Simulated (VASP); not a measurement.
ZnO: single point with LDA

Crystal: ZnO.

```
CELL_PARAMETERS angstrom
0.00000 1.98777 2.58411
1.98777 0.00000 2.58411
1.98777 1.98777 0.00000
ATOMIC_POSITIONS crystal
Zn 0.00000 0.00000 0.00000
O 0.50000 0.50000 0.50000
```

This cell differs from its parent crystal: ratio of the length along z to the lengths across it x 1.3, volume and fractional coordinates fixed.

- Program: VASP 6.6.1
- Task: single point
- Functional: LDA
- Potentials or basis: VASP PAW LDA potentials, release 64 (Zn, O)
- Cutoff: 520 eV
- k mesh: 12 × 12 × 12
- Occupations: gaussian, width 0.05 eV
- Spin: no spin polarisation
- Dipole correction: no
- Further INCAR settings: ALGO = Normal; EDIFF = 1e-06; NBANDS = 16

- Pressure: 2.9 GPa
- Band gap on the k mesh: 0.33 eV, indirect (least direct gap 2.39 eV)

Stress tensor (GPa, compression positive):
```
  9.62   0.00   0.00
  0.00   9.62   0.00
  0.00   0.00 -10.45
```

Levels at points of the mesh, in eV from the valence-band top:
| k point | band 5 | band 6 | band 7 | band 8 | band 9 | band 10 | band 11 | band 12 | band 13 | band 14 |
| --- | --- | --- | --- | --- | --- | --- | --- | --- | --- | --- |
| (0.00, 0.00, 0.00) | -5.68 | -5.42 | -2.63 | -2.63 | -2.06 | 0.33 | 13.54 | 16.50 | 17.18 | 17.92 |
| (0.50, 0.00, 0.00) | -5.49 | -5.37 | -4.36 | -1.50 | 0.00 | 4.11 | 8.13 | 10.38 | 14.49 | 17.40 |
| (0.50, 0.50, 0.00) | -5.41 | -5.37 | -5.25 | -3.17 | -3.17 | 3.85 | 7.29 | 12.58 | 16.57 | 16.57 |
| (0.50, 0.00, 0.50) | -5.57 | -5.11 | -5.04 | -4.50 | -2.73 | 3.51 | 9.74 | 10.61 | 11.06 | 15.62 |

It took 110 s on 1 thread of AMD EPYC 7R13, on a shared host, peak memory 0.14 GiB.

 A k mesh can miss the band edges.
